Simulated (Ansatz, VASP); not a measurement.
# Two plane-wave programs on Sr

File INCAR:

```
PREC     = Accurate       # precision mode
ENCUT    = 600            # plane-wave cutoff, eV
EDIFF    = 1E-6           # SCF threshold, eV
ISMEAR   = 0              # smearing method
SIGMA    = 0.1            # smearing width, eV
LREAL    = F              # projectors in reciprocal space
LASPH    = T              # aspherical terms in the spheres
NELM     = 100            # most SCF steps
ALGO     = Fast           # electronic algorithm
ISIF     = 3              # what is computed and relaxed
LWAVE    = F              # write WAVECAR
LCHARG   = F              # write CHGCAR
GGA      = PS             # functional
IBRION   = 2              # ionic algorithm
NSW      = 100            # ionic steps
EDIFFG   = -0.01          # ionic threshold
```

The input KPOINTS:

```
Automatic mesh
0
Gamma
  18 18 16
```

The input POSCAR:

```
Sr
1.0
    4.0048128173      0.0000000000      0.0000000000
   -2.0024064086      3.4682696372      0.0000000000
    0.0000000000      0.0000000000      3.7238629377
Sr
1
Direct
    0.0000000000      0.0000000000      0.0000000000
```

Input for Ansatz:

```yaml
crystal:
  lattice:
    - [4.0048128173, 0.0, 0.0]
    - [-2.0024064086, 3.4682696372, 0.0]
    - [0.0, 0.0, 3.7238629377]
  atoms:
    - { symbol: Sr, position: [0.0, 0.0, 0.0] }
basis:
  ecutwfc: 420
kpoints:
  mp_grid: { grid: [18, 18, 16] }
hamiltonian:
  xc: pbesol
scf:
  occupations: { method: gaussian, width: 0.1 }
output:
  forces: true
  stress: true
  eigenvalues: true
relax:
  adjacent_minimum: "off"
  f_tol: 0.01
  max_steps: 80
  cell: { stress_tol: 0.05 }
```

Alike in both runs: task relaxation of cell and atoms; functional PBEsol; k mesh 18 × 18 × 16; occupations gaussian, width 0.1 eV; no spin polarisation.

|  | VASP | Ansatz |
| --- | --- | --- |
| version | VASP 6.6.1 | Ansatz 0.2.0 |
| potentials or method | VASP PAW PBE potentials, release 64 (Sr_sv), cutoff 600 eV | scalar-relativistic, plane waves, PAW |
| valence electrons in the cell | 10 | 10 |

|  | VASP | Ansatz | Ansatz less VASP |
| --- | --- | --- | --- |
| gap on the k mesh at the Fermi level, each at its own relaxed structure (eV) | none | none | - |
| relaxed volume (Å³/atom) | 51.72 | 51.72 | 0.000 |
| relaxed length of the cell vector where the two differ most in proportion (Å) | 4.005 | 4.005 | 0.0000 |

VASP's potentials were made for PBE, not for PBEsol. A gap of «none» marks a metal or a gap that the smearing closes.

Noted on VASP's run: the relaxation stopped at its first step, so nothing moved.
